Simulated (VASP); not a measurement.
Crystal: AlRu.

```
Al Ru
1.0
     2.99160    0.00000    0.00000
     0.00000    2.99160    0.00000
     0.00000    0.00000    2.99160
Al Ru
1 1
Direct
  0.00000 0.00000 0.00000
  0.50000 0.50000 0.50000
```

Base run:

```yaml
Program: VASP 6.6.1
Functional: PBE
Potentials_or_basis: VASP PAW PBE potentials, release 64 (Al, Ru_pv)
Cutoff: 520 eV
k_mesh: 14 × 14 × 14
Occupations: gaussian, width 0.1 eV
Spin: no spin polarisation
```

Its results: pressure 2.6 GPa.

Problem. The run is repeated on the same cell with these changes: dispersion from none to D3(BJ). What comes out?

Solution. Pressure -3.9 GPa.

Dispersion adds attraction, which lowers the pressure at fixed volume and, as a term added to the energy, leaves the levels alone.

Caveats: three body term missing (some runs); pairwise dispersion overbinds metals, which lowers pressure and volume (some runs).
